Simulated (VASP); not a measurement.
# TaAs in VASP: notebook

The runs below take TaAs through single point, with PBE, LDA.

Program: VASP 6.6.1. These are calculated values, not measurements. Logs are shortened: lines on timing, memory, paths and dates and some standing lists are left out, and cuts for length are marked.

**1. The cell of the first run**

It takes space group I4_1md (No. 109, tetragonal). Conventional cell: a = 3.444 Å, b = 3.444 Å, c = 11.736 Å, α = 90.00°, β = 90.00°, γ = 90.00°. Within 3.5 Å of Ta (site symmetry 2mm) lie 6 As at 2.61 to 2.62 Å and 8 Ta at 3.40 to 3.44 Å. As (site symmetry 2mm) has 6 Ta at 2.61 to 2.62 Å and 8 As at 3.40 to 3.44 Å within 3.5 Å.

**2. Single point, PBE**

INCAR

```
ALGO     = Normal         # electronic algorithm
EDIFF    = 1E-6           # SCF threshold, eV
ENCUT    = 520            # plane-wave cutoff, eV
GGA      = PE             # functional
ISIF     = 2              # what is computed and relaxed
ISMEAR   = 0              # smearing method
LASPH    = T              # aspherical terms in the spheres
LCHARG   = F              # write CHGCAR
LREAL    = F              # projectors in reciprocal space
LWAVE    = F              # write WAVECAR
NBANDS   = 24             # bands
NELM     = 100            # most SCF steps
PREC     = Accurate       # precision mode
SIGMA    = 0.05           # smearing width, eV
```

KPOINTS

```
k-points
0
Gamma
  10 10 10
```

POSCAR

```
TaAs
1.0
    0.0000000000     -3.4436267244      0.0000000000
    3.4436267244      0.0000000000      0.0000000000
   -1.7218133622      1.7218133622      5.8679415361
Ta As
2 2
Direct
    0.4999673000      0.9999673000      0.9999346000
    0.7499673000      0.7499673000      0.4999346000
    0.0826321200      0.5826321200      0.1652642400
    0.3326321200      0.3326321200      0.6652642400
```

Potentials or basis: VASP PAW PBE potentials, release 64 (Ta_pv, As).

Command:

```console
> cat potpaw_PBE.64/Ta_pv/POTCAR potpaw_PBE.64/As/POTCAR > POTCAR
> mpirun -np 1 vasp_std > vasp.out
```

OUTCAR:

```text
EDIFF = 1E-6
   ENCUT = 520
   GGA = PE
   ISIF = 2
   ISMEAR = 0
   LASPH = T
   LREAL = F
   NELM = 100
   PREC = Accurate

 ion  position               nearest neighbor table
   1  0.500  1.000  1.000-   4 2.61   4 2.61   3 2.62   3 2.62   3 2.62   3 2.62   2 3.40   2 3.40
                             2 3.40   2 3.40
   2  0.750  0.750  0.500-   3 2.61   3 2.61   4 2.62   4 2.62   4 2.62   4 2.62   1 3.40   1 3.40
                             1 3.40   1 3.40
   3  0.083  0.583  0.165-   2 2.61   2 2.61   1 2.62   1 2.62   1 2.62   1 2.62
   4  0.333  0.333  0.665-   1 2.61   1 2.61   2 2.62   2 2.62   2 2.62   2 2.62

  LATTYP: Found a body centered tetragonal cell.
 ALAT       =     3.4436267244
 C/A-ratio  =     3.4080009279

  Lattice vectors:

 A1 = (  -1.7218133622,  -1.7218133622,  -5.8679415361)
 A2 = (   1.7218133622,   1.7218133622,  -5.8679415361)
 A3 = (   1.7218133622,  -1.7218133622,   5.8679415361)

Analysis of symmetry for initial positions (statically):
=====================================================================
 Subroutine PRICEL returns:
 Original cell was already a primitive cell.

 Routine SETGRP: Setting up the symmetry group for a
 body centered tetragonal supercell.

 Subroutine GETGRP returns: Found  8 space group operations
 (whereof  4 operations were pure point group operations)
 out of a pool of 16 trial point group operations.

The static configuration has the point symmetry C_2v.
 The point group associated with its full space group is C_4v.

Analysis of symmetry for dynamics (positions and initial velocities):
=====================================================================
 Subroutine PRICEL returns:
 Original cell was already a primitive cell.

 Routine SETGRP: Setting up the symmetry group for a
 body centered tetragonal supercell.

 Subroutine GETGRP returns: Found  8 space group operations
 (whereof  4 operations were pure point group operations)
 out of a pool of 16 trial point group operations.

The dynamic configuration has the point symmetry C_2v.
 The point group associated with its full space group is C_4v.

 Subroutine INISYM returns: Found  8 space group operations
 (whereof  4 operations are pure point group operations),
 and found     1 'primitive' translations

----------------------------------------------------------------------------------------

                                     Primitive cell

  volume of cell :      69.5854

  direct lattice vectors                    reciprocal lattice vectors
     0.000000000 -3.443626724  0.000000000     0.000000000 -0.290391520  0.085208756
     3.443626724  0.000000000  0.000000000     0.290391520  0.000000000  0.085208756
    -1.721813362  1.721813362  5.867941536     0.000000000  0.000000000  0.170417512

  length of vectors
     3.443626724  3.443626724  6.353111079     0.302634709  0.302634709  0.170417512

  position of ions in fractional coordinates (direct lattice)
     0.499967300  0.999967300  0.999934600
     0.749967300  0.749967300  0.499934600
     0.082632120  0.582632120  0.165264240
     0.332632120  0.332632120  0.665264240

  ion indices of the primitive-cell ions
   primitive index   ion index
                 1           1
                 2           2
                 3           3
                 4           4

----------------------------------------------------------------------------------------

 KPOINTS: k-points

Automatic generation of k-mesh.
 Grid dimensions read from file:
 generate k-points for:   10   10   10

 Generating k-lattice:

  Cartesian coordinates                     Fractional coordinates (reciprocal lattice)
     0.000000000 -0.029039152  0.008520876     0.100000000  0.000000000  0.000000000
     0.029039152  0.000000000  0.008520876     0.000000000  0.100000000  0.000000000
     0.000000000  0.000000000  0.017041751     0.000000000  0.000000000  0.100000000

  Length of vectors
     0.030263471  0.030263471  0.017041751

  Shift w.r.t. Gamma in fractional coordinates (k-lattice)
     0.000000000  0.000000000  0.000000000

 Subroutine IBZKPT returns following result:
 ===========================================

 Found    102 irreducible k-points:

 Following reciprocal coordinates:
            Coordinates               Weight
  0.000000  0.000000  0.000000      1.000000
  0.100000  0.000000  0.000000      8.000000
  0.200000  0.000000  0.000000      8.000000
  0.300000  0.000000  0.000000      8.000000
  0.400000  0.000000  0.000000      8.000000
  0.500000  0.000000  0.000000      4.000000
[... 16 lines left out ...]
  0.300000  0.300000  0.000000      8.000000
  0.400000  0.300000  0.000000     16.000000
 [... further k-points ...]
   k-points           NKPTS =    102   k-points in BZ     NKDIM =    102   number of bands    NBANDS=     24
   number of dos      NEDOS =    301   number of ions     NIONS =      4
   total plane-waves  NPLWV =  37632
   dimension x,y,z NGX =    28 NGY =   28 NGZ =   48
   dimension x,y,z NGXF=    56 NGYF=   56 NGZF=   96
   ions per type =               2   2
   NGX,Y,Z   is equivalent  to a cutoff of  13.52, 13.52, 12.56 a.u.
   NGXF,Y,Z  is equivalent  to a cutoff of  27.03, 27.03, 25.12 a.u.
 SYSTEM =  unknown system
   PREC   = accura    normal or accurate (medium, high low for compatibility)
   ISTART =      0    job   : 0-new  1-cont  2-samecut
   ICHARG =      2    charge: 1-file 2-atom 10-const
   ISPIN  =      1    spin polarized calculation?
   LNONCOLLINEAR =      F non collinear calculations
   LSORBIT =      F    spin-orbit coupling
   LASPH  =      T    aspherical Exc in radial PAW
   ENCUT  =  520.0 eV  38.22 Ry    6.18 a.u.   6.40  6.40 11.81*2*pi/ulx,y,z
   NELM   =    100;   NELMIN=  2; NELMDL= -5     # of ELM steps
   EDIFF  = 0.1E-05   stopping-criterion for ELM
   LREAL  =      F    real-space projection
   EDIFFG = 0.1E-04   stopping-criterion for IOM
   NSW    =      0    number of steps for IOM
   IBRION =     -1    ionic relax: 0-MD 1-quasi-New 2-CG
   NFREE  =      0    steps in history (QN), initial steepest desc. (CG)
   ISIF   =      2    stress and relaxation
   ISYM   =      2    0-nonsym 1-usesym 2-fastsym
   POTIM  = 0.5000    time-step for ionic-motion
   TEBEG  =    0.0;   TEEND  =   0.0 temperature during run
   PSTRESS=    0.0 pullay stress
   NELECT =      32.0000    total number of electrons
   NUPDOWN=      -1.0000    fix difference up-down
   EMIN   =  10.00;   EMAX   =-10.00  energy-range for DOS
   EFERMI =   0.00;   METHOD = LEGACY
   ISMEAR =     0;   SIGMA  =   0.05  broadening in eV -4-tet -1-fermi 0-gaus
   EFERMI_NEDOS =   21; number of points for ismear=-14 and -15
   IALGO  =     38    algorithm
   IMIX   =      4    mixing-type and parameters
     AMIX     =   0.40;   BMIX     =  1.00
     AMIX_MAG =   1.60;   BMIX_MAG =  1.00
  volume/ion in A,a.u.               =      17.40       117.40
  Fermi-wavevector in a.u.,A,eV,Ry     =   1.263627  2.387909 21.725142  1.596753
  Thomas-Fermi vector in A             =   2.396974
   LORBIT       =      0    0 simple, 1 ext, 2 COOP (PROOUT), +10 PAW based schemes
   GGA     = PE    functional components
   LHFCALC =     F    Hartree Fock is set to
   AEXX    =    0.0000 exact exchange contribution
   IVDW    =     0    specifies the selected vdW correction
   LEPSILON=     F    determine dielectric tensor
   LRPA    =     F    only Hartree local field effects (RPA)
 non-spin polarized calculation
 Gauss-broadening in eV      SIGMA  =   0.05
  energy-cutoff  :      520.00
  volume of cell :       69.59
 maximum number of plane-waves:      1906
 NGX is ok and might be reduce to    28
   NGX = 13   NGY = 13   NGZ = 23

 number of electron      32.0000002 magnetization

 Free energy of the ion-electron system (eV)
  ---------------------------------------------------
  ext. energy  EPLUGINS =         0.00000000
  ---------------------------------------------------
  free energy    TOTEN  =       -35.10394684 eV

  energy without entropy =      -35.10330118  energy(sigma->0) =      -35.10362401

 E-fermi :   6.9569     XC(G=0): -11.9088

 val. band max:        6.9323212061   @ k =   0.4000   0.0000   0.1000
 cond. band min:       6.9780435666   @ k =   0.4000   0.0000   0.1000
 fundamental gap:      0.0457223605
 Fermi energy:         6.9568948146

 k-point     1 :       0.0000    0.0000    0.0000
  band No.  band energies     occupation
      1     -28.0120      2.00000
      2     -27.9679      2.00000
      3     -27.9679      2.00000
      4     -27.8202      2.00000
      5     -27.8202      2.00000
      6     -27.7758      2.00000
[... 16 lines left out ...]
     23      11.0722      0.00000
     24      11.0723      0.00000

 k-point     2 :       0.1000    0.0000    0.0000
  band No.  band energies     occupation
      1     -28.0089      2.00000
      2     -27.9809      2.00000
      3     -27.9665      2.00000
      4     -27.8352      2.00000
      5     -27.8185      2.00000
      6     -27.7772      2.00000
[... 16 lines left out ...]
     23      10.7899      0.00000
     24      11.5349      0.00000

 k-point     3 :       0.2000    0.0000    0.0000
  band No.  band energies     occupation
      1     -28.0321      2.00000
      2     -27.9831      2.00000
      3     -27.9627      2.00000
      4     -27.8721      2.00000
      5     -27.8140      2.00000
      6     -27.7833      2.00000
[... 16 lines left out ...]
     23      11.3003      0.00000
     24      12.5090      0.00000
[... 514 lines left out ...]
 k-point    23 :       0.3000    0.3000    0.0000
  band No.  band energies     occupation
      1     -28.0677      2.00000
      2     -28.0664      2.00000
      3     -27.9284      2.00000
      4     -27.9097      2.00000
      5     -27.8736      2.00000
      6     -27.8170      2.00000
[... 16 lines left out ...]
     23      11.8394      0.00000
     24      12.3894      0.00000

 k-point    24 :       0.4000    0.3000    0.0000
  band No.  band energies     occupation
      1     -28.1059      2.00000
      2     -28.0613      2.00000
      3     -27.9475      2.00000
      4     -27.9109      2.00000
      5     -27.8663      2.00000
      6     -27.8237      2.00000
[... 16 lines left out ...]
     23      11.8503      0.00000
     24      12.1974      0.00000

 [... further k-points ...]
[... 5 lines left out ...]
  --------------------------------------------------------------------------------------
  -------------------------------------------------------------------------------------
  Total        1.2696543      1.2696543      0.8681853      0.0000000      0.0000000      0.0000000
  in kB       29.2333219     29.2333219     19.9896459      0.0000000      0.0000000      0.0000000
  external PRESSURE =      26.1520966 kB  Pullay stress =       0.0000000 kB

 VOLUME and BASIS-vectors are now :
 -----------------------------------------------------------------------------
  energy-cutoff  :      520.00
  volume of cell :       69.59
      direct lattice vectors                 reciprocal lattice vectors
     0.000000000 -3.443626724  0.000000000     0.000000000 -0.290391520  0.085208756
     3.443626724  0.000000000  0.000000000     0.290391520  0.000000000  0.085208756
    -1.721813362  1.721813362  5.867941536     0.000000000  0.000000000  0.170417512

 POSITION                                       TOTAL-FORCE (eV/Angst)
 -----------------------------------------------------------------------------------
      1.72181      0.00000      5.86756         0.000000     -0.000000      0.030006
      1.72181     -1.72181      2.93359         0.000000     -0.000000      0.030006
      1.72181      0.00000      0.96976        -0.000000      0.000000     -0.030006
      0.00000      0.00000      3.90373        -0.000000      0.000000     -0.030006
 -----------------------------------------------------------------------------------
    total drift:                                0.000001     -0.000001      0.000281

  FREE ENERGIE OF THE ION-ELECTRON SYSTEM (eV)
  ---------------------------------------------------
  free  energy   TOTEN  =       -35.1039468417 eV

  energy  without entropy=      -35.1033011829  energy(sigma->0) =      -35.10362401
```

Wall time 74 s (1 thread of AMD EPYC 9R45 (Zen 5), shared host); peak memory 0.26 GiB.

Results:

```yaml
Free_energy: -35.1039 eV
Pressure: 2.6 GPa
Largest_force: 0.030 eV/Å
Band_gap_on_the_k_mesh: 0.05 eV
```

Forces on the atoms (eV/Å):
```
Ta   0.000  0.000  0.030
Ta   0.000  0.000  0.030
As   0.000  0.000 -0.030
As   0.000  0.000 -0.030
```

Stress tensor (GPa, compression positive):
```
2.92 0.00 0.00
0.00 2.92 0.00
0.00 0.00 2.00
```

Levels at points of the mesh, in eV from the valence-band top:
```
           k point  band 12  band 13  band 14  band 15  band 16  band 17  band 18  band 19  band 20  band 21
(0.00, 0.00, 0.00)    -2.42    -2.31    -1.91    -1.59    -1.59     0.96     1.62     2.37     3.14     3.14
(0.50, 0.00, 0.00)    -3.37    -2.39    -2.29    -1.54    -0.23     0.18     1.42     2.29     2.50     3.10
(0.50, 0.50, 0.00)    -5.04    -3.16    -3.16    -1.08    -1.08     2.86     2.86     3.11     3.11     3.84
(0.00, 0.00, 0.50)    -2.83    -2.75    -2.75    -0.87    -0.87     1.27     1.27     2.33     2.33     3.12
```

Caveat: spin-orbit coupling is left out, which moves the levels of the heavy elements. A k mesh can miss the band edges.

(Part 1 of 2 ends here.)
